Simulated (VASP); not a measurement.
# Si (Pccn) in VASP: notebook, part 2 of 2

VASP 6.6.1.

**3. Relaxation of cell and atoms, PBE**

This run uses another cell than the first one, of 14.98 Å³/atom.

Contents of INCAR:

```
SYSTEM = Si
PREC = Accurate
ENCUT = 600
EDIFF = 1E-6
ISMEAR = 0
SIGMA = 0.1
LREAL = .False.
LASPH = .True.
NELM = 60
ALGO = Normal
ISIF = 3
LWAVE = .False.
LCHARG = .False.
GGA = PE
IBRION = 2
NSW = 90
EDIFFG = -0.04
```

Contents of KPOINTS:

```
regular mesh
0
Gamma
  6 4 4
  0 0 0
```

Contents of POSCAR:

```
Si
1.0
    3.3776730900      0.0000000000      0.0000000000
    0.0000000000      5.8015120100      0.0000000000
    0.0000000000      0.0000000000      6.1155175900
Si
8
Direct
    0.1439704100      0.5629558500      0.1590805600
    0.1439704100      0.9370441500      0.6590805600
    0.6439704100      0.0629558500      0.8409194400
    0.3560295900      0.9370441500      0.1590805600
    0.8560295900      0.0629558500      0.3409194400
    0.8560295900      0.4370441500      0.8409194400
    0.6439704100      0.4370441500      0.3409194400
    0.3560295900      0.5629558500      0.6590805600
```

Potentials or basis: VASP PAW PBE potentials, release 64 (Si).

Launch:

```sh
$ cat potpaw_PBE.64/Si/POTCAR > POTCAR
$ mpirun -np 1 vasp_std > vasp.out
```

OUTCAR:

```text
SYSTEM = Si
   PREC = Accurate
   ENCUT = 600
   EDIFF = 1E-6
   ISMEAR = 0
   LREAL = .False.
   LASPH = .True.
   NELM = 60
   ISIF = 3
   GGA = PE
   IBRION = 2
   NSW = 90
   EDIFFG = -0.04

 ion  position               nearest neighbor table
   1  0.144  0.563  0.159-   7 2.15   7 2.15   4 2.29   6 2.29   8 3.14   8 3.14
   2  0.144  0.937  0.659-   3 2.15   3 2.15   8 2.29   5 2.29   4 3.14   4 3.14
   3  0.644  0.063  0.841-   2 2.15   2 2.15   6 2.29   4 2.29   5 3.14   5 3.14
   4  0.356  0.937  0.159-   5 2.15   5 2.15   1 2.29   3 2.29   2 3.14   2 3.14
   5  0.856  0.063  0.341-   4 2.15   4 2.15   7 2.29   2 2.29   3 3.14   3 3.14
   6  0.856  0.437  0.841-   8 2.15   8 2.15   3 2.29   1 2.29   7 3.14   7 3.14
   7  0.644  0.437  0.341-   1 2.15   1 2.15   5 2.29   8 2.29   6 3.14   6 3.14
   8  0.356  0.563  0.659-   6 2.15   6 2.15   2 2.29   7 2.29   1 3.14   1 3.14

  LATTYP: Found a simple orthorhombic cell.
 ALAT       =     3.3776730900
 B/A-ratio  =     1.7176061316
 C/A-ratio  =     1.8105711912

  Lattice vectors:

 A1 = (   3.3776730900,   0.0000000000,   0.0000000000)
 A2 = (   0.0000000000,   5.8015120100,   0.0000000000)
 A3 = (   0.0000000000,   0.0000000000,   6.1155175900)

Analysis of symmetry for initial positions (statically):
=====================================================================
 Subroutine PRICEL returns:
 Original cell was already a primitive cell.

 Routine SETGRP: Setting up the symmetry group for a
 simple orthorhombic supercell.

 Subroutine GETGRP returns: Found  8 space group operations
 (whereof  2 operations were pure point group operations)
 out of a pool of  8 trial point group operations.

The static configuration has the point symmetry S_2 .
 The point group associated with its full space group is D_2h.

Analysis of symmetry for dynamics (positions and initial velocities):
=====================================================================
 Subroutine PRICEL returns:
 Original cell was already a primitive cell.

 Routine SETGRP: Setting up the symmetry group for a
 simple orthorhombic supercell.

 Subroutine GETGRP returns: Found  8 space group operations
 (whereof  2 operations were pure point group operations)
 out of a pool of  8 trial point group operations.

The dynamic configuration has the point symmetry S_2 .
 The point group associated with its full space group is D_2h.

 Subroutine INISYM returns: Found  8 space group operations
 (whereof  2 operations are pure point group operations),
 and found     1 'primitive' translations

----------------------------------------------------------------------------------------

                                     Primitive cell

  volume of cell :     119.8373

  direct lattice vectors                    reciprocal lattice vectors
     3.377673090  0.000000000  0.000000000     0.296061807  0.000000000  0.000000000
     0.000000000  5.801512010  0.000000000     0.000000000  0.172368858  0.000000000
     0.000000000  0.000000000  6.115517590     0.000000000  0.000000000  0.163518457

  length of vectors
     3.377673090  5.801512010  6.115517590     0.296061807  0.172368858  0.163518457

  position of ions in fractional coordinates (direct lattice)
     0.143970410  0.562955850  0.159080560
     0.143970410  0.937044150  0.659080560
     0.643970410  0.062955850  0.840919440
     0.356029590  0.937044150  0.159080560
     0.856029590  0.062955850  0.340919440
     0.856029590  0.437044150  0.840919440
     0.643970410  0.437044150  0.340919440
     0.356029590  0.562955850  0.659080560

  ion indices of the primitive-cell ions
[... 38 lines left out ...]
  0.000000  0.000000  0.000000      1.000000
  0.166667  0.000000  0.000000      2.000000
  0.333333  0.000000  0.000000      2.000000
  0.500000  0.000000  0.000000      1.000000
  0.000000  0.250000  0.000000      2.000000
  0.166667  0.250000  0.000000      4.000000
[... 16 lines left out ...]
  0.333333  0.500000  0.250000      4.000000
  0.500000  0.500000  0.250000      2.000000
 [... further k-points ...]
   k-points           NKPTS =     36   k-points in BZ     NKDIM =     36   number of bands    NBANDS=     21
   number of dos      NEDOS =    301   number of ions     NIONS =      8
   total plane-waves  NPLWV =  67200
   dimension x,y,z NGX =    28 NGY =   48 NGZ =   50
   dimension x,y,z NGXF=    56 NGYF=   96 NGZF=  100
   ions per type =               8
   NGX,Y,Z   is equivalent  to a cutoff of  13.78, 13.75, 13.59 a.u.
   NGXF,Y,Z  is equivalent  to a cutoff of  27.56, 27.51, 27.18 a.u.
 SYSTEM =  Si
   PREC   = accura    normal or accurate (medium, high low for compatibility)
   ISTART =      0    job   : 0-new  1-cont  2-samecut
   ICHARG =      2    charge: 1-file 2-atom 10-const
   ISPIN  =      1    spin polarized calculation?
   LNONCOLLINEAR =      F non collinear calculations
   LSORBIT =      F    spin-orbit coupling
   LASPH  =      T    aspherical Exc in radial PAW
   ENCUT  =  600.0 eV  44.10 Ry    6.64 a.u.   6.75 11.59 12.21*2*pi/ulx,y,z
   NELM   =     60;   NELMIN=  2; NELMDL= -5     # of ELM steps
   EDIFF  = 0.1E-05   stopping-criterion for ELM
   LREAL  =      F    real-space projection
   EDIFFG = -.4E-01   stopping-criterion for IOM
   NSW    =     90    number of steps for IOM
   IBRION =      2    ionic relax: 0-MD 1-quasi-New 2-CG
   NFREE  =      1    steps in history (QN), initial steepest desc. (CG)
   ISIF   =      3    stress and relaxation
   ISYM   =      2    0-nonsym 1-usesym 2-fastsym
   POTIM  = 0.5000    time-step for ionic-motion
   TEBEG  =    0.0;   TEEND  =   0.0 temperature during run
   PSTRESS=    0.0 pullay stress
   NELECT =      32.0000    total number of electrons
   NUPDOWN=      -1.0000    fix difference up-down
   EMIN   =  10.00;   EMAX   =-10.00  energy-range for DOS
   EFERMI =   0.00;   METHOD = LEGACY
   ISMEAR =     0;   SIGMA  =   0.10  broadening in eV -4-tet -1-fermi 0-gaus
   EFERMI_NEDOS =   21; number of points for ismear=-14 and -15
   IALGO  =     38    algorithm
   IMIX   =      4    mixing-type and parameters
     AMIX     =   0.40;   BMIX     =  1.00
     AMIX_MAG =   1.60;   BMIX_MAG =  1.00
  volume/ion in A,a.u.               =      14.98       101.09
  Fermi-wavevector in a.u.,A,eV,Ry     =   1.054211  1.992170 15.120978  1.111361
  Thomas-Fermi vector in A             =   2.189362
   LORBIT       =      0    0 simple, 1 ext, 2 COOP (PROOUT), +10 PAW based schemes
   GGA     = PE    functional components
   LHFCALC =     F    Hartree Fock is set to
   AEXX    =    0.0000 exact exchange contribution
   IVDW    =     0    specifies the selected vdW correction
   LEPSILON=     F    determine dielectric tensor
   LRPA    =     F    only Hartree local field effects (RPA)
 conjugate gradient relaxation of ions
 non-spin polarized calculation
 Gauss-broadening in eV      SIGMA  =   0.10
  energy-cutoff  :      600.00
  volume of cell :      119.84
 maximum number of plane-waves:      4028
 NGX is ok and might be reduce to    28
   NGX = 13   NGY = 23   NGZ = 25

--------------------------------------- Ionic step        1  -------------------------------------------

 number of electron      31.9999997 magnetization

 Free energy of the ion-electron system (eV)
  ---------------------------------------------------
  ext. energy  EPLUGINS =         0.00000000
  ---------------------------------------------------
  free energy    TOTEN  =       -38.43130657 eV

  energy without entropy =      -38.42685364  energy(sigma->0) =      -38.42908010

 E-fermi :   9.1269     XC(G=0): -10.7528

 val. band max:        9.1072963140   @ k =   0.0000   0.5000   0.0000
 cond. band min:       9.1438575620   @ k =   0.5000   0.5000   0.5000
 fundamental gap:      0.0365612479
 Fermi energy:         9.1268983543

 k-point     1 :       0.0000    0.0000    0.0000
  band No.  band energies     occupation
      1      -4.9235      2.00000
      2      -2.0689      2.00000
      3      -1.9762      2.00000
      4      -0.1874      2.00000
      5       0.7242      2.00000
      6       0.9130      2.00000
[... 686 lines left out ...]
  FREE ENERGIE OF THE ION-ELECTRON SYSTEM (eV)
  ---------------------------------------------------
  free  energy   TOTEN  =       -41.1504440102 eV

  energy  without entropy=      -41.1458633526  energy(sigma->0) =      -41.14815368

[... ionic steps 4 to 14 ...]

--------------------------------------- Ionic step       15  -------------------------------------------

 number of electron      31.9999999 magnetization

------------------------ aborting loop because EDIFF is reached ----------------------------------------
[... 79 lines left out ...]
--------------------------------------- Ionic step       17  -------------------------------------------

 number of electron      32.0000000 magnetization

 Free energy of the ion-electron system (eV)
  ---------------------------------------------------
  ext. energy  EPLUGINS =         0.00000000
  ---------------------------------------------------
  free energy    TOTEN  =       -41.23435378 eV

  energy without entropy =      -41.23067792  energy(sigma->0) =      -41.23251585

 E-fermi :   6.6959     XC(G=0):  -9.8942

 val. band max:        6.6339104584   @ k =   0.0000   0.0000   0.0000
 cond. band min:       6.7025722131   @ k =   0.5000   0.5000   0.5000
 fundamental gap:      0.0686617547
 Fermi energy:         6.6959045428

 k-point     1 :       0.0000    0.0000    0.0000
  band No.  band energies     occupation
      1      -5.7026      2.00000
      2      -3.3403      2.00000
      3      -3.1449      2.00000
      4      -1.7179      2.00000
      5      -0.6771      2.00000
      6      -0.6018      2.00000
[... 602 lines left out ...]
  FREE ENERGIE OF THE ION-ELECTRON SYSTEM (eV)
  ---------------------------------------------------
  free  energy   TOTEN  =       -41.2343537814 eV

  energy  without entropy=      -41.2306779154  energy(sigma->0) =      -41.23251585

 reached required accuracy - stopping structural energy minimisation
```

Wall time 23 min (1 thread of Intel Xeon 8259CL, shared host); peak memory 0.29 GiB.

Results:

```
Free energy                           : -41.2344 eV
Relaxed volume                        : 18.59 Å³/atom
Relaxed cell                          : a = 3.693 Å, b = 6.108 Å, c = 6.594 Å, α = 90.00°, β = 90.00°, γ = 90.00°
Space group after relaxing (to 0.1 Å) : Pccn (No. 56)
Energy gained by relaxing             : 350.4 meV/atom
Ionic steps                           : 17
Pressure after relaxing               : 0.0 GPa
Largest force after relaxing          : 0.024 eV/Å
Band gap on the k mesh                : zero (bands 16 and 17 overlap by 0.04 eV)
```

Forces on the atoms (eV/Å):
```
Si  -0.001  0.024  0.002
Si  -0.001 -0.024  0.002
Si  -0.001  0.024 -0.002
Si   0.001 -0.024  0.002
Si   0.001  0.024 -0.002
Si   0.001 -0.024 -0.002
Si  -0.001 -0.024 -0.002
Si   0.001  0.024  0.002
```

The path:
| step | energy change (eV) | largest force (eV/Å) | pressure (GPa) | volume (Å³) |
| --- | --- | --- | --- | --- |
| 1 | 0.0000 | 1.8851 | 33.55 | 119.84 |
| 2 | -0.5537 | 1.0854 | -11.61 | 182.40 |
| 3 | -2.7191 | 0.5363 | 0.48 | 146.83 |
| 4 | -2.7228 | 0.5042 | 1.05 | 145.99 |
| 5 | -2.7232 | 0.4824 | 1.44 | 145.44 |
| 6 | -2.7843 | 0.1053 | -0.36 | 148.96 |
| 7 | -2.7855 | 0.1003 | -0.16 | 148.51 |
| 8 | -2.7913 | 0.0651 | 0.02 | 148.38 |
| 9 | -2.7916 | 0.0735 | 0.06 | 148.35 |
| 10 | -2.7937 | 0.0666 | -0.02 | 148.46 |
| 11 | -2.7963 | 0.0533 | -0.26 | 148.81 |
| 12 | -2.7975 | 0.0460 | -0.18 | 148.73 |
| 13 | -2.7999 | 0.0510 | 0.03 | 148.47 |
| 14 | -2.7987 | 0.1217 | 0.48 | 147.95 |
| 15 | -2.8003 | 0.0716 | 0.19 | 148.29 |
| 16 | -2.8015 | 0.0576 | 0.13 | 148.42 |
| 17 | -2.8030 | 0.0244 | 0.00 | 148.74 |

Final structure:
```
Si
1.0
     3.69283    0.00000    0.00000
     0.00000    6.10775    0.00000
     0.00000    0.00000    6.59438
Si
8
Direct
  0.13198 0.56518 0.15589
  0.13198 0.93482 0.65589
  0.63198 0.06518 0.84411
  0.36802 0.93482 0.15589
  0.86802 0.06518 0.34411
  0.86802 0.43482 0.84411
  0.63198 0.43482 0.34411
  0.36802 0.56518 0.65589
```

Levels at points of the mesh, in eV from the Fermi level:
| k point | band 12 | band 13 | band 14 | band 15 | band 16 | band 17 | band 18 | band 19 | band 20 | band 21 |
| --- | --- | --- | --- | --- | --- | --- | --- | --- | --- | --- |
| (0.00, 0.00, 0.00) | -0.99 | -0.80 | -0.74 | -0.06 | 0.05 | 1.66 | 1.84 | 2.54 | 2.88 | 2.89 |
| (0.50, 0.00, 0.00) | -4.35 | -2.95 | -2.95 | -1.91 | -1.91 | 0.58 | 0.58 | 2.65 | 2.65 | 4.46 |
| (0.00, 0.50, 0.00) | -1.21 | -0.97 | -0.97 | -0.35 | -0.35 | 1.31 | 1.31 | 1.58 | 1.58 | 2.43 |
| (0.50, 0.50, 0.00) | -3.91 | -1.88 | -1.88 | -0.19 | -0.19 | 0.37 | 0.37 | 2.63 | 2.64 | 2.64 |
| (0.00, 0.00, 0.50) | -1.30 | -1.08 | -1.08 | -0.87 | -0.87 | 2.08 | 2.08 | 2.13 | 2.13 | 3.02 |
| (0.50, 0.00, 0.50) | -3.90 | -1.96 | -1.96 | -1.96 | -1.96 | 0.76 | 0.76 | 0.76 | 0.76 | 2.98 |
| (0.00, 0.50, 0.50) | -2.92 | -1.02 | -1.02 | -1.02 | -1.02 | 1.40 | 1.40 | 1.40 | 1.40 | 3.56 |
| (0.50, 0.50, 0.50) | -2.17 | -1.89 | -1.89 | -0.72 | -0.72 | 0.01 | 0.01 | 0.39 | 0.39 | 1.21 |

Caveat: the volume moved by over 15 % at a fixed basis, so the end points are rough; semilocal functionals underestimate gaps, and a narrow one can read as zero.

The gap in the log of VASP goes by the Fermi energy; the results here count the filled bands.